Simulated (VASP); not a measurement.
Zn, 2 atoms in the cell. Symmetry: P6_3/mmc, No. 194, hexagonal system. The conventional cell has a = 2.688 Å, b = 2.688 Å, c = 4.999 Å, α = 90.00°, β = 90.00°, γ = 120.00°. Within 3.5 Å of Zn (site symmetry -6m2) lie 12 Zn at 2.69 to 2.94 Å.  This cell differs from its parent crystal: volume scaled by 1.02.

| Property | Result |
| --- | --- |
| Program | VASP 6.6.1 |
| Task | single point |
| Functional | LDA |
| Potentials or basis | VASP PAW LDA potentials, release 64 (Zn) |
| Cutoff | 520 eV |
| k mesh | 11 × 11 × 6 |
| Occupations | fermi-dirac, width 0.05 eV |
| Spin | no spin polarisation |
| Dipole correction | no |
| Further INCAR settings | ALGO = Fast; EDIFF = 1e-06; NBANDS = 19 |

Potentials or basis: VASP PAW LDA potentials, release 64 (Zn).

Run with:

```bash
$ cat potpaw_LDA.64/Zn/POTCAR > POTCAR
$ mpirun -np 1 vasp_std > vasp.out
```

Hardware: 1 thread of Intel(R) Xeon(R) Platinum 8259CL CPU @ 2.50GHz (Skylake/Cascade Lake), with other jobs on the host.

Q: Estimate the wall time of this run.

A: Wall time 22 s on 1 thread of Intel(R) Xeon(R) Platinum 8259CL CPU @ 2.50GHz (Skylake/Cascade Lake), with other jobs on the host, peak memory 0.14 GiB. Counts: scf iterations 12, k points 64.
